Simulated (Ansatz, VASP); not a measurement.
## Fe2Ru: VASP beside Ansatz

Contents of INCAR:

```
SYSTEM = Fe2Ru
  PREC = Accurate
  ENCUT = 600
  EDIFF = 1E-6
  ISMEAR = 0
  SIGMA = 0.1
  LREAL = .FALSE.
  LASPH = .TRUE.
  NELM = 80
  ALGO = Normal
  ISIF = 3
  LWAVE = .FALSE.
  LCHARG = .FALSE.
  GGA = PE
  IBRION = 2
  NSW = 100
  EDIFFG = -0.01
```

Contents of KPOINTS:

```
regular mesh
0
G
  14 14 14
  0 0 0
```

The input POSCAR:

```
Fe2Ru
1.0
    0.0000000000      2.7478122200      2.7478122200
    2.7478122200      0.0000000000      2.7478122200
    2.7478122200      2.7478122200      0.0000000000
Fe Ru
2 1
Direct
    0.2500000000      0.2500000000      0.2500000000
    0.7500000000      0.7500000000      0.7500000000
    0.0000000000      0.0000000000      0.0000000000
```

Input for Ansatz:

```yaml
crystal:
  lattice:
    - [0.0, 2.74781222, 2.74781222]
    - [2.74781222, 0.0, 2.74781222]
    - [2.74781222, 2.74781222, 0.0]
  atoms:
    - { symbol: Fe, position: [0.25, 0.25, 0.25] }
    - { symbol: Fe, position: [0.75, 0.75, 0.75] }
    - { symbol: Ru, position: [0.0, 0.0, 0.0] }
basis:
  ecutwfc: 420
kpoints:
  mp_grid: { grid: [14, 14, 14] }
hamiltonian:
  xc: pbe
scf:
  occupations: { method: gaussian, width: 0.1 }
output:
  forces: true
  stress: true
  eigenvalues: true
relax:
  adjacent_minimum: "off"
  f_tol: 0.01
  max_steps: 80
  cell: { stress_tol: 0.05 }
```

Alike in both runs: task relaxation of cell and atoms; functional PBE; k mesh 14 × 14 × 14; occupations gaussian, width 0.1 eV; no spin polarisation.

```csv
,VASP,Ansatz
version,VASP 6.6.1,Ansatz 0.2.0
potentials or method,"VASP PAW PBE potentials, release 64 (Fe, Ru_pv), cutoff 600 eV","scalar-relativistic, plane waves, PAW"
valence electrons in the cell,30,48
```

VASP gave:

- gap on the k mesh at the Fermi level, each at its own relaxed structure (eV): none
- relaxed volume (Å³/atom): 13.81
- relaxed length of the cell vector where the two differ most in proportion (Å): 3.884

Estimate Ansatz's values.

gap on the k mesh at the Fermi level, each at its own relaxed structure (eV): none; relaxed volume (Å³/atom): 13.83; relaxed length of the cell vector where the two differ most in proportion (Å): 3.886.

A gap of «none» marks a metal or a gap that the smearing closes. VASP's potentials hold 30 valence electrons a cell and Ansatz's 48, so a difference there can come from the potentials and not from the codes.
